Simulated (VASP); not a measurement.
Set up this calculation in VASP 6.6.1, as the native input.

```yaml
Task: single point
Functional: HSE06
Potentials_or_basis: VASP PAW PBE potentials, release 64 (In_d, P)
Cutoff: 400 eV
k_mesh: 4 × 4 × 4
Occupations: fermi-dirac, width 0.02 eV
Spin: no spin polarisation
Dipole_correction: no
Grid_for_exact_exchange_PRECFOCK: Normal
Further_INCAR_settings: ALGO = Normal; EDIFF = 1e-06; NBANDS = 16
Screening_parameter: 0.2079 1/Å
```

InP:

```xyz
2
Lattice="3.4134 0.0000 0.0000 0.0000 3.4134 0.0000 0.0000 0.0000 3.4134" Properties=species:S:1:pos:R:3 pbc="T T T"
In    0.0000    0.0000    0.0000
P     1.7067    1.7067    1.7067
```

The input as run:

POSCAR

```
InP
1.0
    3.4133991310      0.0000000000      0.0000000000
    0.0000000000      3.4133991310      0.0000000000
    0.0000000000      0.0000000000      3.4133991310
In P
1 1
Direct
    0.0000000000      0.0000000000      0.0000000000
    0.5000000000      0.5000000000      0.5000000000
```

INCAR.step1

```
PREC     = Accurate       # precision mode
ENCUT    = 400            # plane-wave cutoff, eV
EDIFF    = 1E-5           # SCF threshold, eV
ISMEAR   = -1             # smearing method
SIGMA    = 0.02           # smearing width, eV
LREAL    = False          # projectors in reciprocal space
LASPH    = True           # aspherical terms in the spheres
NELM     = 120            # most SCF steps
ALGO     = Normal         # electronic algorithm
ISIF     = 2              # what is computed and relaxed
LWAVE    = True           # write WAVECAR
NBANDS   = 16             # bands
GGA      = PE             # functional
GGA_COMPAT= False
```

INCAR.step2

```
PREC     = Accurate       # precision mode
ENCUT    = 400            # plane-wave cutoff, eV
EDIFF    = 1E-6           # SCF threshold, eV
ISMEAR   = -1             # smearing method
SIGMA    = 0.02           # smearing width, eV
LREAL    = False          # projectors in reciprocal space
LASPH    = True           # aspherical terms in the spheres
NELM     = 120            # most SCF steps
ALGO     = Normal         # electronic algorithm
ISIF     = 2              # what is computed and relaxed
LWAVE    = False          # write WAVECAR
LCHARG   = True           # write CHGCAR
GGA      = PE             # functional
LHFCALC  = True           # exact exchange
HFSCREEN = 0.2079         # screening, 1/A
PRECFOCK = Normal       
LELF     = True           # ELF
LVHAR    = True         
NBANDS   = 16             # bands
ISTART   = 1            
GGA_COMPAT= False
```

KPOINTS

```
Automatic mesh
0
Gamma
  4 4 4
```

Potentials or basis: VASP PAW PBE potentials, release 64 (In_d, P).

Command:

```sh
$ cat potpaw_PBE.64/In_d/POTCAR potpaw_PBE.64/P/POTCAR > POTCAR
$ cp INCAR.step1 INCAR
$ mpirun -np 1 vasp_std > vasp.out
$ cp INCAR.step2 INCAR
$ mpirun -np 1 vasp_std > vasp.out
```

It gave:

| Property | Result |
| --- | --- |
| Pressure | -0.6 GPa |
| Band gap on the k mesh | zero (band 9 reaches 8.91 eV, above the bottom of band 10 at 6.93 eV) |

Caveat: the k points lie up to 0.46 Å⁻¹ apart; the PAW data sets were made with another functional, which shifts forces and pressure a little; spin-orbit coupling is left out, which moves the levels of the heavy elements.

It took 4.2 min on 1 thread of AMD EPYC 9R45 (Zen 5) (shared host), peak memory 0.2 GiB.
